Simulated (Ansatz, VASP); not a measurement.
# SrAl3O2 in VASP and in Ansatz

```
Sr Al O
1.0
     6.39259    0.00000    0.00000
    -3.19629    5.53614    0.00000
     0.00000    0.00000    3.35894
Sr Al O
1 3 2
Direct
  0.00000 0.00000 0.00000
  0.50000 0.00000 0.50000
  0.00000 0.50000 0.50000
  0.50000 0.50000 0.50000
  0.33333 0.66667 0.50000
  0.66667 0.33333 0.50000
```

Alike in both runs: functional PBE; k mesh 6 × 6 × 4; occupations gaussian, width 0.1 eV; no spin polarisation.

Ansatz relaxed the structure, and its values are those at the end. VASP's run is a single point on that final structure, the one shown.

```csv
,VASP,Ansatz
version,VASP 6.6.1,Ansatz 0.2.0
potentials or method,"VASP PAW PBE potentials, release 64 (Sr_sv, Al, O), cutoff 520 eV","scalar-relativistic, plane waves, PAW"
valence electrons in the cell,31,31
```

|  | VASP | Ansatz | Ansatz less VASP |
| --- | --- | --- | --- |
| gap on the k mesh at the Fermi level (eV) | none | none | - |
| pressure (GPa) | 0.1 | 0.1 | 0.00 |

A gap of «none» marks a metal or a gap that the smearing closes.

The k mesh is coarse, so the values compare programs but aren't converged.
